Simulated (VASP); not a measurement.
Wanted: the native input for a VASP 6.6.1 run.

```
Task                   : relaxation of cell and atoms
Functional             : PBE
Potentials or basis    : VASP PAW PBE potentials, release 64 (Ga_d, Se)
Cutoff                 : 600 eV
k mesh                 : 8 × 8 × 8
Occupations            : gaussian, width 0.1 eV
Spin                   : no spin polarisation
Dipole correction      : no
Further INCAR settings : ALGO = Normal; EDIFF = 1e-06; IBRION = 2; EDIFFG = -0.01; NSW = 100; ISIF = 3
```

The structure of GaSe4 lies in POSCAR:

```
GaSe4
1.0
    5.1632085605      0.0000000000      0.0000000000
    0.0000000000      5.1632085605      0.0000000000
    0.0000000000      0.0000000000      5.1632085605
Ga Se
1 4
Direct
    0.5000000000      0.5000000000      0.5000000000
    0.5000000000      0.0000000000      0.0000000000
    0.0000000000      0.5000000000      0.0000000000
    0.0000000000      0.0000000000      0.5000000000
    0.0000000000      0.0000000000      0.0000000000
```

These files were run (other wordings do the same):

INCAR

```
PREC     = Accurate       # precision mode
ENCUT    = 600            # plane-wave cutoff, eV
EDIFF    = 1E-6           # SCF threshold, eV
ISMEAR   = 0              # smearing method
SIGMA    = 0.1            # smearing width, eV
LREAL    = F              # projectors in reciprocal space
LASPH    = T              # aspherical terms in the spheres
NELM     = 100            # most SCF steps
ALGO     = Normal         # electronic algorithm
ISIF     = 3              # what is computed and relaxed
LWAVE    = F              # write WAVECAR
LCHARG   = F              # write CHGCAR
GGA      = PE             # functional
IBRION   = 2              # ionic algorithm
NSW      = 100            # ionic steps
EDIFFG   = -0.01          # ionic threshold
```

KPOINTS

```
regular mesh
0
Gamma
  8 8 8
```

Potentials or basis: VASP PAW PBE potentials, release 64 (Ga_d, Se).

Command:

```console
$ cat potpaw_PBE.64/Ga_d/POTCAR potpaw_PBE.64/Se/POTCAR > POTCAR
$ mpirun -np 1 vasp_std > vasp.out
```

Results of the run:

```json
{"Relaxed volume": "27.22 Å³/atom", "Relaxed cell": "a = 5.144 Å, b = 5.144 Å, c = 5.144 Å, α = 90.00°, β = 90.00°, γ = 90.00°", "Space group after relaxing (to 0.05 Å)": "Pm-3m (No. 221)", "Energy gained by relaxing": "0.5 meV/atom", "Ionic steps": "2", "Pressure after relaxing": "0.0 GPa"}
```

Wall time 2.7 min on 1 thread of Intel Xeon 6975P-C (shared host), peak memory 0.34 GiB.
